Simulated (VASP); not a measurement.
# InSb3 (P4/mbm) in VASP: single point with PBE+D3(BJ)

Aim: the single point of InSb3 with PBE+D3(BJ).

Program: VASP 6.6.1. These are calculated values, not measurements. Logs are shortened: lines on timing, memory, paths and dates and some standing lists are left out, and cuts for length are marked.

### Step 1. The cell of the first run

The structure is tetragonal, space group P4/mbm (No. 127). Conventional cell: a = 6.694 Å, b = 6.694 Å, c = 4.733 Å, α = 90.00°, β = 90.00°, γ = 90.00°. In (site symmetry 4/m) has 12 Sb at 3.35 Å within 4.4 Å. Within 4.4 Å of Sb (site symmetry m2m) lie 9 Sb at 3.21 to 4.33 Å and 4 In at 3.35 Å. Sb (site symmetry mmm) has 8 Sb at 3.21 to 3.49 Å and 4 In at 3.35 Å within 4.2 Å.

### Step 2. Single point, PBE+D3(BJ) (atoms displaced along a vibrational mode)

INCAR reads:

```
SYSTEM = InSb3
ALGO     = Fast           ! electronic algorithm
EDIFF    = 1E-6           ! SCF threshold, eV
ENCUT    = 520            ! plane-wave cutoff, eV
GGA      = PE             ! functional
ISIF     = 2              ! what is computed and relaxed
ISMEAR   = 0              ! smearing method
IVDW     = 12             ! dispersion correction
LASPH    = .True.         ! aspherical terms in the spheres
LCHARG   = .False.        ! write CHGCAR
LREAL    = .False.        ! projectors in reciprocal space
LWAVE    = .False.        ! write WAVECAR
NBANDS   = 38             ! bands
NELM     = 80             ! most SCF steps
PREC     = Accurate       ! precision mode
SIGMA    = 0.15           ! smearing width, eV
```

KPOINTS reads:

```
k-points
0
Gamma
  10 8 8
  0 0 0
```

POSCAR reads:

```
InSb3
1.0
   -4.7333130259      0.0000000000      0.0000000000
    0.0000000000      4.7333130259      4.7333130259
    0.0000000000      4.7333130259     -4.7333130259
In Sb
2 6
Direct
    1.0000000000      0.0000000000      0.0000000000
    1.0000000000      0.5000000000      0.5000000000
    0.5000000000      0.2288731488      0.7288731488
    0.5000000000      0.7711268512      0.2711268512
    0.0000000000      0.5000000000      0.0000000000
    0.0000000000      0.0000000000      0.5000000000
    0.5000000000      0.7288731488      0.7711268512
    0.5000000000      0.2711268512      0.2288731488
```

Potentials or basis: VASP PAW PBE potentials, release 64 (In_d, Sb).

Run with:

```bash
$ cat potpaw_PBE.64/In_d/POTCAR potpaw_PBE.64/Sb/POTCAR > POTCAR
$ mpirun -np 1 vasp_std > vasp.out
```

OUTCAR:

```text
SYSTEM = InSb3
   EDIFF = 1E-6
   ENCUT = 520
   GGA = PE
   ISIF = 2
   ISMEAR = 0
   IVDW = 12
   LASPH = .True.
   LREAL = .False.
   NELM = 80
   PREC = Accurate
 IVDW          = 12

 ion  position               nearest neighbor table
   1  0.000  0.000  0.000-   5 3.35   6 3.35   6 3.35   5 3.35   7 3.35   8 3.35   3 3.35   4 3.35
                             3 3.35   4 3.35   7 3.35   8 3.35
   2  0.000  0.500  0.500-   5 3.35   6 3.35   5 3.35   6 3.35   7 3.35   8 3.35   3 3.35   4 3.35
                             3 3.35   4 3.35   7 3.35   8 3.35
   3  0.500  0.229  0.729-   6 3.21   6 3.21   1 3.35   1 3.35   2 3.35   2 3.35   7 3.36   7 3.36
                             8 3.36   8 3.36   5 3.49   5 3.49
   4  0.500  0.771  0.271-   6 3.21   6 3.21   1 3.35   1 3.35   2 3.35   2 3.35   8 3.36   7 3.36
                             8 3.36   7 3.36   5 3.49   5 3.49
   5  0.000  0.500  0.000-   7 3.21   8 3.21   7 3.21   8 3.21   2 3.35   1 3.35   1 3.35   2 3.35
                             3 3.49   4 3.49   3 3.49   4 3.49
   6  0.000  0.000  0.500-   3 3.21   4 3.21   3 3.21   4 3.21   1 3.35   2 3.35   1 3.35   2 3.35
                             7 3.49   8 3.49   7 3.49   8 3.49
   7  0.500  0.729  0.771-   5 3.21   5 3.21   1 3.35   1 3.35   2 3.35   2 3.35   3 3.36   4 3.36
                             3 3.36   4 3.36   6 3.49   6 3.49
   8  0.500  0.271  0.229-   5 3.21   5 3.21   1 3.35   1 3.35   2 3.35   2 3.35   4 3.36   4 3.36
                             3 3.36   3 3.36   6 3.49   6 3.49

  LATTYP: Found a simple tetragonal cell.
 ALAT       =     6.6939154762
 C/A-ratio  =     0.7071067812

  Lattice vectors:

 A1 = (   0.0000000000,   4.7333130259,   4.7333130259)
 A2 = (   0.0000000000,   4.7333130259,  -4.7333130259)
 A3 = (  -4.7333130259,   0.0000000000,   0.0000000000)

Analysis of symmetry for initial positions (statically):
=====================================================================
 Subroutine PRICEL returns:
 Original cell was already a primitive cell.

 Routine SETGRP: Setting up the symmetry group for a
 simple tetragonal supercell.

 Subroutine GETGRP returns: Found 16 space group operations
 (whereof  8 operations were pure point group operations)
 out of a pool of 16 trial point group operations.

The static configuration has the point symmetry C_4h.
 The point group associated with its full space group is D_4h.

Analysis of symmetry for dynamics (positions and initial velocities):
=====================================================================
 Subroutine PRICEL returns:
 Original cell was already a primitive cell.

 Routine SETGRP: Setting up the symmetry group for a
 simple tetragonal supercell.

 Subroutine GETGRP returns: Found 16 space group operations
 (whereof  8 operations were pure point group operations)
 out of a pool of 16 trial point group operations.

The dynamic configuration has the point symmetry C_4h.
 The point group associated with its full space group is D_4h.

 Subroutine INISYM returns: Found 16 space group operations
 (whereof  8 operations are pure point group operations),
 and found     1 'primitive' translations

----------------------------------------------------------------------------------------

                                     Primitive cell

  volume of cell :     212.0927

  direct lattice vectors                    reciprocal lattice vectors
    -4.733313026  0.000000000  0.000000000    -0.211268512  0.000000000  0.000000000
     0.000000000  4.733313026  4.733313026     0.000000000  0.105634256  0.105634256
     0.000000000  4.733313026 -4.733313026     0.000000000  0.105634256 -0.105634256

  length of vectors
     4.733313026  6.693915476  6.693915476     0.211268512  0.149389398  0.149389398

  position of ions in fractional coordinates (direct lattice)
     0.000000000  0.000000000  0.000000000
     0.000000000  0.500000000  0.500000000
     0.500000000  0.228873149  0.728873149
     0.500000000  0.771126851  0.271126851
     0.000000000  0.500000000  0.000000000
     0.000000000  0.000000000  0.500000000
     0.500000000  0.728873149  0.771126851
     0.500000000  0.271126851  0.228873149

  ion indices of the primitive-cell ions
   primitive index   ion index
                 1           1
                 2           2
                 3           3
                 4           4
                 5           5
                 6           6
                 7           7
                 8           8

----------------------------------------------------------------------------------------

 KPOINTS: k-points

Automatic generation of k-mesh.
 Grid dimensions read from file:
 generate k-points for:   10    8    8

 Generating k-lattice:

  Cartesian coordinates                     Fractional coordinates (reciprocal lattice)
    -0.021126851  0.000000000  0.000000000     0.100000000  0.000000000  0.000000000
     0.000000000  0.013204282  0.013204282     0.000000000  0.125000000  0.000000000
     0.000000000  0.013204282 -0.013204282     0.000000000  0.000000000  0.125000000

  Length of vectors
     0.021126851  0.018673675  0.018673675

  Shift w.r.t. Gamma in fractional coordinates (k-lattice)
     0.000000000  0.000000000  0.000000000

 Subroutine IBZKPT returns following result:
 ===========================================

 Found     90 irreducible k-points:

 Following reciprocal coordinates:
            Coordinates               Weight
  0.000000  0.000000  0.000000      1.000000
  0.100000  0.000000  0.000000      2.000000
  0.200000  0.000000  0.000000      2.000000
  0.300000  0.000000  0.000000      2.000000
  0.400000  0.000000  0.000000      2.000000
  0.500000  0.000000  0.000000      1.000000
[... 16 lines left out ...]
  0.400000  0.375000  0.000000      8.000000
  0.500000  0.375000  0.000000      4.000000
 [... further k-points ...]
   k-points           NKPTS =     90   k-points in BZ     NKDIM =     90   number of bands    NBANDS=     38
   number of dos      NEDOS =    301   number of ions     NIONS =      8
   total plane-waves  NPLWV =  90000
   dimension x,y,z NGX =    36 NGY =   50 NGZ =   50
   dimension x,y,z NGXF=    72 NGYF=  100 NGZF=  100
   ions per type =               2   6
   NGX,Y,Z   is equivalent  to a cutoff of  12.64, 12.42, 12.42 a.u.
   NGXF,Y,Z  is equivalent  to a cutoff of  25.29, 24.84, 24.84 a.u.
 SYSTEM =  InSb3
   PREC   = accura    normal or accurate (medium, high low for compatibility)
   ISTART =      0    job   : 0-new  1-cont  2-samecut
   ICHARG =      2    charge: 1-file 2-atom 10-const
   ISPIN  =      1    spin polarized calculation?
   LNONCOLLINEAR =      F non collinear calculations
   LSORBIT =      F    spin-orbit coupling
   LASPH  =      T    aspherical Exc in radial PAW
   ENCUT  =  520.0 eV  38.22 Ry    6.18 a.u.   8.80 12.45 12.45*2*pi/ulx,y,z
   NELM   =     80;   NELMIN=  2; NELMDL= -5     # of ELM steps
   EDIFF  = 0.1E-05   stopping-criterion for ELM
   LREAL  =      F    real-space projection
   EDIFFG = 0.1E-04   stopping-criterion for IOM
   NSW    =      0    number of steps for IOM
   IBRION =     -1    ionic relax: 0-MD 1-quasi-New 2-CG
   NFREE  =      0    steps in history (QN), initial steepest desc. (CG)
   ISIF   =      2    stress and relaxation
   ISYM   =      2    0-nonsym 1-usesym 2-fastsym
   POTIM  = 0.5000    time-step for ionic-motion
   TEBEG  =    0.0;   TEEND  =   0.0 temperature during run
   PSTRESS=    0.0 pullay stress
   NELECT =      56.0000    total number of electrons
   NUPDOWN=      -1.0000    fix difference up-down
   EMIN   =  10.00;   EMAX   =-10.00  energy-range for DOS
   EFERMI =   0.00;   METHOD = LEGACY
   ISMEAR =     0;   SIGMA  =   0.15  broadening in eV -4-tet -1-fermi 0-gaus
   EFERMI_NEDOS =   21; number of points for ismear=-14 and -15
   IALGO  =     68    algorithm
   IMIX   =      4    mixing-type and parameters
     AMIX     =   0.40;   BMIX     =  1.00
     AMIX_MAG =   1.60;   BMIX_MAG =  1.00
  volume/ion in A,a.u.               =      26.51       178.91
  Fermi-wavevector in a.u.,A,eV,Ry     =   1.050257  1.984698 15.007769  1.103040
  Thomas-Fermi vector in A             =   2.185253
   LORBIT       =      0    0 simple, 1 ext, 2 COOP (PROOUT), +10 PAW based schemes
   GGA     = PE    functional components
   LHFCALC =     F    Hartree Fock is set to
   AEXX    =    0.0000 exact exchange contribution
   IVDW    =    12    specifies the selected vdW correction
   LEPSILON=     F    determine dielectric tensor
   LRPA    =     F    only Hartree local field effects (RPA)
 non-spin polarized calculation
 RMM-DIIS sequential band-by-band and
 Gauss-broadening in eV      SIGMA  =   0.15
  energy-cutoff  :      520.00
  volume of cell :      212.09
 maximum number of plane-waves:      5752
 NGX is ok and might be reduce to    36
   NGX = 17   NGY = 25   NGZ = 25

 number of electron      56.0000017 magnetization

 Free energy of the ion-electron system (eV)
  ---------------------------------------------------
  ext. energy  EPLUGINS =         0.00000000
  ---------------------------------------------------
  free energy    TOTEN  =       -28.42831118 eV

  energy without entropy =      -28.38735537  energy(sigma->0) =      -28.40783327

 E-fermi :   8.3892     XC(G=0): -10.2633

 val. band max:        8.3680785036   @ k =   0.4000   0.1250   0.1250
 cond. band min:       8.4042917263   @ k =   0.0000   0.5000   0.2500
 fundamental gap:      0.0362132226
 Fermi energy:         8.3891785027

 k-point     1 :       0.0000    0.0000    0.0000
  band No.  band energies     occupation
      1      -6.1828      2.00000
      2      -6.1521      2.00000
      3      -6.1516      2.00000
      4      -6.1449      2.00000
      5      -6.1449      2.00000
      6      -6.1355      2.00000
[... 30 lines left out ...]
     37      11.7699      0.00000
     38      13.2383      0.00000
[... 941 lines left out ...]
     37      12.2654      0.00000
     38      12.3085      0.00000

 [... further k-points ...]

------------------------ aborting loop because EDIFF is reached ----------------------------------------

 Edisp (eV)   -3.82378

 E8    (eV) :    -1.7948

  FORCE on cell =-STRESS in cart. coord.  units (eV):
  Direction    XX          YY          ZZ          XY          YZ          ZX
  --------------------------------------------------------------------------------------
  -------------------------------------------------------------------------------------
  Total       0.86471    -0.20101    -0.20101     0.00000     0.00000     0.00000
  in kB       6.53212    -1.51843    -1.51843     0.00000     0.00000     0.00000
  external pressure =        1.17 kB  Pullay stress =        0.00 kB

 VOLUME and BASIS-vectors are now :
 -----------------------------------------------------------------------------
  energy-cutoff  :      520.00
  volume of cell :      212.09
      direct lattice vectors                 reciprocal lattice vectors
    -4.733313026  0.000000000  0.000000000    -0.211268512  0.000000000  0.000000000
     0.000000000  4.733313026  4.733313026     0.000000000  0.105634256  0.105634256
     0.000000000  4.733313026 -4.733313026     0.000000000  0.105634256 -0.105634256

 POSITION                                       TOTAL-FORCE (eV/Angst)
 -----------------------------------------------------------------------------------
      0.00000      0.00000      0.00000         0.000000      0.000000      0.000000
      0.00000      4.73331      0.00000         0.000000      0.000000      0.000000
     -2.36666      4.53331     -2.36666        -0.000000      0.045330      0.000000
     -2.36666      4.93331      2.36666         0.000000     -0.045330      0.000000
      0.00000      2.36666      2.36666         0.000000      0.000000      0.000000
      0.00000      2.36666     -2.36666         0.000000      0.000000      0.000000
     -2.36666      7.09997     -0.20000         0.000000      0.000000      0.045330
     -2.36666      2.36666      0.20000        -0.000000      0.000000     -0.045330
 -----------------------------------------------------------------------------------
    total drift:                                0.000000      0.000000      0.000000

  FREE ENERGIE OF THE ION-ELECTRON SYSTEM (eV)
  ---------------------------------------------------
  free  energy   TOTEN  =       -32.2520936938 eV

  energy  without entropy=      -32.2111378825  energy(sigma->0) =      -32.23161579
```

Wall time 15 min (1 thread of Oxide Virtual Turin-like, shared host); peak memory 0.67 GiB.

What came out:

| Property | Result |
| --- | --- |
| Free energy | -32.2521 eV |
| Pressure | 0.1 GPa |
| Largest force | 0.045 eV/Å |
| Band gap on the k mesh | zero (bands 28 and 29 overlap by 1.72 eV) |
| Dispersion energy per atom | -0.478 eV |

Forces in eV/Å, atoms in the order of the input:
```
In   0.000  0.000  0.000
In   0.000  0.000  0.000
Sb   0.000  0.045  0.000
Sb   0.000 -0.045  0.000
Sb   0.000  0.000  0.000
Sb   0.000  0.000  0.000
Sb   0.000  0.000  0.045
Sb   0.000  0.000 -0.045
```

Levels at points of the mesh, in eV from the Fermi level:
| k point | band 24 | band 25 | band 26 | band 27 | band 28 | band 29 | band 30 | band 31 | band 32 | band 33 |
| --- | --- | --- | --- | --- | --- | --- | --- | --- | --- | --- |
| (0.00, 0.00, 0.00) | -1.62 | -1.62 | -1.15 | -1.15 | -0.32 | 0.53 | 0.53 | 0.79 | 1.04 | 1.79 |
| (0.50, 0.00, 0.00) | -3.00 | -2.23 | -2.23 | -1.17 | -1.09 | 2.25 | 2.34 | 2.34 | 2.65 | 3.57 |
| (0.00, 0.50, 0.00) | -2.03 | -1.28 | -1.28 | -0.66 | -0.66 | 0.53 | 0.53 | 0.58 | 0.58 | 1.06 |
| (0.50, 0.50, 0.00) | -2.44 | -1.23 | -1.23 | -0.16 | -0.16 | 1.06 | 1.06 | 1.73 | 1.73 | 2.01 |
| (0.00, 0.50, 0.50) | -2.19 | -2.19 | -2.19 | -1.08 | -1.08 | -1.04 | -1.04 | 2.19 | 2.19 | 2.31 |
| (0.50, 0.50, 0.50) | -1.56 | -1.30 | -1.30 | -1.13 | -1.13 | -0.98 | -0.98 | -0.26 | -0.26 | 1.02 |

Caveat: the cell differs from its parent crystal (atoms displaced along a vibrational mode); spin-orbit coupling is left out, which moves the levels of the heavy elements.

The gap in the log of VASP goes by the Fermi energy; the results here count the filled bands.